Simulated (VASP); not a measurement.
The system is BiH3.

```
Bi H
1.0
     5.06308    0.00000    0.00000
    -2.53154    4.38476    0.00000
     0.00000    0.00000    3.90908
Bi H
2 6
Direct
  0.33333 0.66667 0.25000
  0.66667 0.33333 0.75000
  0.81531 0.63062 0.25000
  0.18469 0.81531 0.75000
  0.36938 0.18469 0.25000
  0.18469 0.36938 0.75000
  0.81531 0.18469 0.25000
  0.63062 0.81531 0.75000
```

```yaml
Program: VASP 6.6.1
Task: relaxation of cell and atoms
Functional: PBE
Potentials_or_basis: VASP PAW PBE potentials, release 64 (Bi_d, H)
Cutoff: 500 eV
k_mesh: 12 × 12 × 10
Occupations: gaussian, width 0.1 eV
Spin: no spin polarisation
```

At the start: pressure -0.0 GPa; volume 10.85 Å³/atom.

**Question.** Where does the relaxation end?

**Answer.** Over 14 steps the energy falls by 63.7 meV/atom and the volume is 13.99 Å³/atom (+28.9 %); space group P6_3/mmc (No. 194, to 0.1 Å) before and after.

Step by step:
```tsv
step	energy change (eV)	largest force (eV/Å)	pressure (GPa)	volume (Å³)
1	0.0000	0.0189	-0.02	86.78
2	-0.0296	0.0045	0.30	86.76
3	-0.0974	0.0712	1.43	86.58
4	-0.1164	0.1657	4.97	85.78
5	-0.1373	0.1463	3.25	86.18
6	-0.1623	0.1796	2.83	87.19
7	-0.2186	0.2487	1.72	90.23
8	-0.2789	0.3668	0.40	96.23
9	-0.3216	0.3431	0.13	97.89
10	-0.4219	0.2632	-0.44	102.97
11	-0.5023	0.0733	-0.89	113.55
12	-0.4932	0.0687	1.44	110.47
13	-0.5078	0.0215	-0.05	112.36
14	-0.5093	0.0049	-0.05	111.89
```

Final structure:
```
Bi H
1.0
     6.13493    0.00000    0.00000
    -3.06746    5.31300    0.00000
     0.00000    0.00000    3.43290
Bi H
2 6
Direct
  0.33333 0.66667 0.25000
  0.66667 0.33333 0.75000
  0.79219 0.58438 0.25000
  0.20781 0.79219 0.75000
  0.41562 0.20781 0.25000
  0.20781 0.41562 0.75000
  0.79219 0.20781 0.25000
  0.58438 0.79219 0.75000
```

Caveat: the volume moved by over 15 % at a fixed basis, so the end points are rough.
